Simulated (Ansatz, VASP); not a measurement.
**One calculation of SnO, two programs**

File INCAR:

```
PREC = Accurate ; ENCUT = 520
EDIFF = 1E-7 ; ISMEAR = 0
SIGMA = 0.05 ; LREAL = False
LASPH = True ; NELM = 60
ALGO = Normal ; ISIF = 2
LWAVE = False ; LCHARG = True
LDIPOL = True ; IDIPOL = 3
DIPOL = 0.5 0.5 0.395 ; GGA = PE
IVDW = 12 ; LELF = True
LVHAR = True ; LVACPOTAV = True
NBANDS = 50
```

File KPOINTS:

```
Automatic mesh
0
Gamma
  7 7 1
```

POSCAR

```
SnO
1.0
    3.8201630995      0.0000000000      0.0000000000
    0.0000000000      3.8201630995      0.0000000000
    0.0000000000      0.0000000000     22.2260821294
Sn O
4 4
Direct
    0.7500000000      0.2500000000      0.2024648327
    0.2500000000      0.7500000000      0.3087832136
    0.3750000000      0.8750000000      0.4820031260
   -0.1250000000      1.3750000000      0.5883215068
    0.2500000000      0.2500000000      0.2556240231
    0.7500000000      0.7500000000      0.2556240231
   -0.1250000000      0.8750000000      0.5351623164
    0.3750000000      1.3750000000      0.5351623164
```

Input for Ansatz:

```yaml
crystal:
  lattice:
    - [3.8201630995, 0.0, 0.0]
    - [0.0, 3.8201630995, 0.0]
    - [0.0, 0.0, 22.2260821294]
  atoms:
    - { symbol: Sn, position: [0.75, 0.25, 0.2024648327] }
    - { symbol: O, position: [0.25, 0.25, 0.2556240231] }
    - { symbol: O, position: [0.75, 0.75, 0.2556240231] }
    - { symbol: Sn, position: [0.25, 0.75, 0.3087832136] }
    - { symbol: Sn, position: [0.375, 0.875, 0.482003126] }
    - { symbol: O, position: [-0.125, 0.875, 0.5351623164] }
    - { symbol: O, position: [0.375, 1.375, 0.5351623164] }
    - { symbol: Sn, position: [-0.125, 1.375, 0.5883215068] }
basis:
  ecutwfc: 420
kpoints:
  mp_grid: { grid: [7, 7, 1] }
hamiltonian:
  xc: pbe
  pseudopotentials: { kind: paw, azcp: { folder: soft_1 } }
  dispersion: d3bj
scf:
  occupations: { method: gaussian, width: 0.05 }
output:
  forces: true
  eigenvalues: true
efield:
  axis: 3
  dipole_correction: true
  ramp_width: 0.04
```

Alike in both runs: task single point; functional PBE; dispersion D3(BJ); k mesh 7 × 7 × 1; occupations gaussian, width 0.05 eV; no spin polarisation.

|  | VASP | Ansatz |
| --- | --- | --- |
| version | VASP 6.6.1 | Ansatz 0.2.0 |
| potentials or method | VASP PAW PBE potentials, release 64 (Sn_d, O), cutoff 520 eV | scalar-relativistic, plane waves, PAW |
| valence electrons in the cell | 80 | 80 |

|  | VASP | Ansatz | Ansatz less VASP |
| --- | --- | --- | --- |
| gap on the k mesh at the Fermi level (eV) | 2.15 | 2.16 | +0.007 |
| least direct gap on the mesh (eV) | 2.42 | 2.43 | +0.010 |
| rms of the force components (eV/Å) | 0.046 | 0.063 | +0.0175 |
